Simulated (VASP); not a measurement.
# C (Fmmm) in VASP: further runs

The runs below take C through single point, relaxation of cell and atoms, with PBEsol.

Program: VASP 6.6.1. These are calculated values, not measurements. Logs are shortened: lines on timing, memory, paths and dates and some standing lists are left out, and cuts for length are marked.

## (1) The cell of the first run

Symmetry: Fmmm, No. 69, orthorhombic system. The conventional cell has a = 2.459 Å, b = 4.261 Å, c = 6.912 Å, α = 90.00°, β = 90.00°, γ = 90.00°. Within 1.9 Å of C (site symmetry m2m) lie 3 C at 1.42 Å.

## (2) Single point, PBEsol

File INCAR:

```
SYSTEM = C
PREC = Accurate
ENCUT = 520
EDIFF = 1E-7
ISMEAR = 0
SIGMA = 0.1
LREAL = .FALSE.
LASPH = .TRUE.
NELM = 80
ALGO = Normal
ISIF = 2
LWAVE = .FALSE.
LCHARG = .TRUE.
GGA = PS
LELF = .TRUE.
LVHAR = .TRUE.
NBANDS = 16
```

File KPOINTS:

```
Automatic mesh
0
G
  6 6 4
  0 0 0
```

File POSCAR:

```
C
1.0
    3.4559497295     -1.2297140322      0.0000000000
    3.4559497295      1.2297140322      0.0000000000
    0.0000000000      0.0000000000      4.2611950062
C
4
Direct
    1.0000030097     -0.0000030097      0.1668818749
    0.4999969903      0.5000030097      0.6668818749
   -0.0000030097      1.0000030097      0.8331181251
    0.5000030097      0.4999969903      0.3331181251
```

Potentials or basis: VASP PAW PBE potentials, release 64 (C).

Launch:

```sh
cat potpaw_PBE.64/C/POTCAR > POTCAR
mpirun -np 1 vasp_std > vasp.out
```

OUTCAR:

```text
SYSTEM = C
   PREC = Accurate
   ENCUT = 520
   EDIFF = 1E-7
   ISMEAR = 0
   LREAL = .FALSE.
   LASPH = .TRUE.
   NELM = 80
   ISIF = 2
   GGA = PS

 ion  position               nearest neighbor table
   1  0.000  1.000  0.167-   4 1.42   4 1.42   3 1.42
   2  0.500  0.500  0.667-   3 1.42   3 1.42   4 1.42
   3  1.000  0.000  0.833-   2 1.42   2 1.42   1 1.42
   4  0.500  0.500  0.333-   1 1.42   1 1.42   2 1.42

  LATTYP: Found a base centered orthorhombic cell.
 ALAT       =     2.4594280644
 B/A-ratio  =     2.8103686215
 C/A-ratio  =     1.7325959104

  Lattice vectors:

 A1 = (  -3.4559497295,  -1.2297140322,   0.0000000000)
 A2 = (   3.4559497295,  -1.2297140322,   0.0000000000)
 A3 = (   0.0000000000,   0.0000000000,   4.2611950062)

Analysis of symmetry for initial positions (statically):
=====================================================================
 Subroutine PRICEL returns:
 Original cell was already a primitive cell.

 Routine SETGRP: Setting up the symmetry group for a
 base centered orthorhombic supercell.

 Subroutine GETGRP returns: Found  8 space group operations
 (whereof  4 operations were pure point group operations)
 out of a pool of  8 trial point group operations.

The static configuration has the point symmetry C_2h.
 The point group associated with its full space group is D_2h.

Analysis of symmetry for dynamics (positions and initial velocities):
=====================================================================
 Subroutine PRICEL returns:
 Original cell was already a primitive cell.

 Routine SETGRP: Setting up the symmetry group for a
 base centered orthorhombic supercell.

 Subroutine GETGRP returns: Found  8 space group operations
 (whereof  4 operations were pure point group operations)
 out of a pool of  8 trial point group operations.

The dynamic configuration has the point symmetry C_2h.
 The point group associated with its full space group is D_2h.

 Subroutine INISYM returns: Found  8 space group operations
 (whereof  4 operations are pure point group operations),
 and found     1 'primitive' translations

----------------------------------------------------------------------------------------

[... 93 lines left out ...]
   LASPH  =      T    aspherical Exc in radial PAW
   ENCUT  =  520.0 eV  38.22 Ry    6.18 a.u.   6.82  6.82  7.92*2*pi/ulx,y,z
   NELM   =     80;   NELMIN=  2; NELMDL= -5     # of ELM steps
   EDIFF  = 0.1E-06   stopping-criterion for ELM
   LREAL  =      F    real-space projection
   EDIFFG = 0.1E-05   stopping-criterion for IOM
   NSW    =      0    number of steps for IOM
   IBRION =     -1    ionic relax: 0-MD 1-quasi-New 2-CG
   NFREE  =      0    steps in history (QN), initial steepest desc. (CG)
   ISIF   =      2    stress and relaxation
   ISYM   =      2    0-nonsym 1-usesym 2-fastsym
   POTIM  = 0.5000    time-step for ionic-motion
   TEBEG  =    0.0;   TEEND  =   0.0 temperature during run
   PSTRESS=    0.0 pullay stress
   NELECT =      16.0000    total number of electrons
   NUPDOWN=      -1.0000    fix difference up-down
   EMIN   =  10.00;   EMAX   =-10.00  energy-range for DOS
   EFERMI =   0.00;   METHOD = LEGACY
   ISMEAR =     0;   SIGMA  =   0.10  broadening in eV -4-tet -1-fermi 0-gaus
   EFERMI_NEDOS =   21; number of points for ismear=-14 and -15
   IALGO  =     38    algorithm
   IMIX   =      4    mixing-type and parameters
     AMIX     =   0.40;   BMIX     =  1.00
     AMIX_MAG =   1.60;   BMIX_MAG =  1.00
  volume/ion in A,a.u.               =       9.05        61.10
  Fermi-wavevector in a.u.,A,eV,Ry     =   1.246820  2.356149 21.151082  1.554561
  Thomas-Fermi vector in A             =   2.380980
   LORBIT       =      0    0 simple, 1 ext, 2 COOP (PROOUT), +10 PAW based schemes
   GGA     = PS    functional components
   LHFCALC =     F    Hartree Fock is set to
   AEXX    =    0.0000 exact exchange contribution
   IVDW    =     0    specifies the selected vdW correction
   LEPSILON=     F    determine dielectric tensor
   LRPA    =     F    only Hartree local field effects (RPA)
 non-spin polarized calculation
 Gauss-broadening in eV      SIGMA  =   0.10
  energy-cutoff  :      520.00
  volume of cell :       36.22
 maximum number of plane-waves:       992
   NGX = 13   NGY = 13   NGZ = 15

 number of electron      16.0000000 magnetization

 Free energy of the ion-electron system (eV)
  ---------------------------------------------------
  ext. energy  EPLUGINS =         0.00000000
  ---------------------------------------------------
  free energy    TOTEN  =       -38.52253178 eV

  energy without entropy =      -38.52125078  energy(sigma->0) =      -38.52189128

 E-fermi :   4.3908     XC(G=0): -10.3516

 val. band max:        4.2947701566   @ k =   0.3333   0.0000   0.0000
 cond. band min:       4.4877648151   @ k =   0.5000   0.1667   0.0000
 fundamental gap:      0.1929946585
 Fermi energy:         4.3908033629

 k-point     1 :       0.0000    0.0000    0.0000
  band No.  band energies     occupation
      1     -15.2608      2.00000
      2      -9.9243      2.00000
      3      -8.9392      2.00000
      4      -2.3868      2.00000
      5      -2.0018      2.00000
      6       1.3933      2.00000
[... 433 lines left out ...]
      3      -5.9816      2.00000
      4      -3.4650      2.00000
      5      -2.9675      2.00000
      6      -1.4454      2.00000
[... 8 lines left out ...]
     15      15.8792      0.00000
     16      18.7724      0.00000

 [... further k-points ...]

------------------------ aborting loop because EDIFF is reached ----------------------------------------

  FORCE on cell =-STRESS in cart. coord.  units (eV):
  Direction    XX          YY          ZZ          XY          YZ          ZX
  --------------------------------------------------------------------------------------
  -------------------------------------------------------------------------------------
  Total        0.0257216      0.2181921      0.2236372      0.0000000      0.0000000      0.0000000
  in kB        1.1378239      9.6519858      9.8928554      0.0000000      0.0000000      0.0000000
  external PRESSURE =       6.8942217 kB  Pullay stress =       0.0000000 kB

 VOLUME and BASIS-vectors are now :
 -----------------------------------------------------------------------------
  energy-cutoff  :      520.00
  volume of cell :       36.22
      direct lattice vectors                 reciprocal lattice vectors
     3.455949729 -1.229714032  0.000000000     0.144678030 -0.406598597  0.000000000
     3.455949729  1.229714032  0.000000000     0.144678030  0.406598597  0.000000000
     0.000000000  0.000000000  4.261195006     0.000000000  0.000000000  0.234675953

 POSITION                                       TOTAL-FORCE (eV/Angst)
 -----------------------------------------------------------------------------------
      3.45595      1.22971      0.71112         0.000000      0.000124      0.001763
      3.45595      0.00001      2.84171         0.000000     -0.000124      0.001763
      3.45595     -1.22971      3.55008         0.000000     -0.000124     -0.001763
      3.45595     -0.00001      1.41948         0.000000      0.000124     -0.001763
 -----------------------------------------------------------------------------------
    total drift:                                0.000000      0.000000     -0.000000

  FREE ENERGIE OF THE ION-ELECTRON SYSTEM (eV)
  ---------------------------------------------------
  free  energy   TOTEN  =       -38.5225317778 eV

  energy  without entropy=      -38.5212507834  energy(sigma->0) =      -38.52189128
```

stdout:

```text
POSCAR found type information on POSCAR C
 POSCAR found :  1 types and       4 ions
 scaLAPACK will be used
 -----------------------------------------------------------------------------
|                                                                             |
|                                                                             |
|     You enforced a specific xc type in the INCAR file but a different       |
|     I HOPE YOU KNOW WHAT YOU ARE DOING!                                     |
|                                                                             |
 -----------------------------------------------------------------------------

 LDA part: xc-table for (Slater+PW92), standard interpolation
 POSCAR, INCAR and KPOINTS ok, starting setup
 FFT: planning ... GRIDC
 FFT: planning ... GRID_SOFT
 FFT: planning ... GRID
 WAVECAR not read
 entering main loop
```

It took 33 s on 1 thread of Intel Xeon 8259CL, shared host; peak memory 0.16 GiB.

Results:

* Free energy: -38.5225 eV
* Pressure: 0.7 GPa
* Band gap on the k mesh: 0.19 eV

Stress tensor (GPa, compression positive):
```
0.11 0.00 0.00
0.00 0.97 0.00
0.00 0.00 0.99
```

Caveat: the k points lie up to 0.45 Å⁻¹ apart; the PAW data sets were made with another functional, which shifts forces and pressure a little.

## (3) Single point, PBEsol

File INCAR:

```
ALGO = Normal ; EDIFF = 1E-6
ENCUT = 520 ; GGA = PS
ISIF = 2 ; ISMEAR = 0
LASPH = True ; LCHARG = False
LREAL = False ; LWAVE = False
NBANDS = 16 ; NELM = 60
PREC = Accurate ; SIGMA = 0.1
```

File KPOINTS:

```
k-points
0
Gamma
  6 6 4
```

File POSCAR:

```
C
1.0
    1.2296633967     -3.4510882312      0.0000000000
    1.2296633967      3.4510882312      0.0000000000
    0.0000000000      0.0000000000      4.2608038552
C
4
Direct
    0.0000002584      0.9999997416      0.1668842121
    0.5000002584      0.4999997416      0.3331157879
    0.9999997416      0.0000002584      0.8331157879
    0.4999997416      0.5000002584      0.6668842121
```

Potentials or basis: VASP PAW PBE potentials, release 64 (C).

Launch:

```sh
cat potpaw_PBE.64/C/POTCAR > POTCAR
mpirun -np 1 vasp_std > vasp.out
```

Wall time 19 s (1 thread of Intel Xeon Platinum 8488C (Sapphire Rapids), shared host); peak memory 0.15 GiB.

The run converged. Its results:

| Item | Value |
| --- | --- |
| Free energy | -38.5224 eV |
| Pressure | 0.7 GPa |
| Band gap on the k mesh | 0.19 eV |

Stress tensor (GPa, compression positive):
```
1.02 0.00 0.00
0.00 0.11 0.00
0.00 0.00 1.08
```

Levels at points of the mesh, in eV from the valence-band top:
| k point | band 4 | band 5 | band 6 | band 7 | band 8 | band 9 | band 10 | band 11 | band 12 | band 13 |
| --- | --- | --- | --- | --- | --- | --- | --- | --- | --- | --- |
| (0.00, 0.00, 0.00) | -6.67 | -6.30 | -2.90 | -2.87 | -1.64 | 2.50 | 3.90 | 7.70 | 8.39 | 8.53 |
| (0.50, 0.00, 0.00) | -10.39 | -8.89 | -8.89 | -2.68 | -2.68 | 2.91 | 2.91 | 10.27 | 10.27 | 12.46 |
| (0.50, 0.50, 0.00) | -8.42 | -6.34 | -2.93 | -2.89 | -2.86 | 1.09 | 7.37 | 8.42 | 8.44 | 9.76 |
| (0.00, 0.00, 0.50) | -7.32 | -4.99 | -4.99 | -4.92 | -4.92 | 5.73 | 5.73 | 7.67 | 7.67 | 8.31 |
| (0.50, 0.00, 0.50) | -13.18 | -6.30 | -6.30 | -2.28 | -2.28 | 1.70 | 1.70 | 7.52 | 7.52 | 12.31 |
| (0.50, 0.50, 0.50) | -7.25 | -6.63 | -6.63 | -4.96 | -4.96 | 7.12 | 7.12 | 8.06 | 8.06 | 11.19 |

Caveat: the k points lie up to 0.45 Å⁻¹ apart; the PAW data sets were made with another functional, which shifts forces and pressure a little. A k mesh can miss the band edges.

(Part 1 of 3 ends here.)
